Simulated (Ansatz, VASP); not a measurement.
**Two plane-wave programs on MgS**

File POSCAR:

```
MgS
1.0
    3.9879296577      0.0000000000      0.0000000000
   -1.9939648288      3.4536483920      0.0000000000
    0.0000000000      0.0000000000      6.3891924579
Mg S
2 2
Direct
    0.3333333333      0.6666666667     -0.0028727188
    0.6666666667      0.3333333333      0.4971272812
    0.3333333333      0.6666666667      0.3778727188
    0.6666666667      0.3333333333      0.8778727188
```

INCAR.step1

```
PREC = Accurate
ENCUT = 520
ISMEAR = 0
SIGMA = 0.01
LREAL = F
LASPH = T
NELM = 60
NBANDS = 16
GGA = PE
ALGO = Normal
EDIFF = 1E-4
LWAVE = T
LCHARG = F
```

Contents of INCAR.step2:

```
PREC = Accurate
ENCUT = 520
EDIFF = 1E-6
ISMEAR = 0
SIGMA = 0.01
LREAL = F
LASPH = T
NELM = 60
ALGO = Normal
ISIF = 2
LWAVE = F
LCHARG = T
METAGGA = R2SCAN
LMIXTAU = T
LELF = T
LVHAR = T
NBANDS = 16
ISTART = 1
```

File KPOINTS:

```
Automatic mesh
0
Gamma
  6 6 4
```

Input for Ansatz:

```yaml
crystal:
  lattice:
    - [3.9879296577, 0.0, 0.0]
    - [-1.9939648288, 3.453648392, 0.0]
    - [0.0, 0.0, 6.3891924579]
  atoms:
    - { symbol: Mg, position: [0.3333333333, 0.6666666667, -0.0028727188] }
    - { symbol: Mg, position: [0.6666666667, 0.3333333333, 0.4971272812] }
    - { symbol: S, position: [0.3333333333, 0.6666666667, 0.3778727188] }
    - { symbol: S, position: [0.6666666667, 0.3333333333, 0.8778727188] }
kpoints:
  mp_grid: { grid: [6, 6, 4] }
hamiltonian:
  xc: r2scan
scf:
  occupations: { method: fixed }
  n_extra_bands: 5
output:
  forces: true
  stress: true
  eigenvalues: true
```

Alike in both runs: task single point; functional r2SCAN; k mesh 6 × 6 × 4; no spin polarisation.

|  | VASP | Ansatz |
| --- | --- | --- |
| version | VASP 6.6.1 | Ansatz 0.2.0 |
| potentials or method | VASP PAW PBE potentials, release 64 (Mg, S) | plane waves, PAW |
| plane-wave cutoff (eV) | 520 | 500 |
| occupations | gaussian, width 0.01 eV | fixed |
| valence electrons in the cell | 16 | 32 |

Ansatz gave:

```
gap on the k mesh at the Fermi level (eV) : 4.31
pressure (GPa)                            : 1.9
rms of the force components (eV/Å)        : 0.003
```

**Question.** Which values does VASP return?

**Answer.** gap on the k mesh at the Fermi level (eV): 4.30; pressure (GPa): 1.7; rms of the force components (eV/Å): 0.002.

VASP's potentials were made for PBE, not for r2SCAN. Atom by atom the forces differ by 0.002 eV/Å (rms over components). VASP's potentials hold 16 valence electrons a cell and Ansatz's 32, so a difference there can come from the potentials and not from the codes.
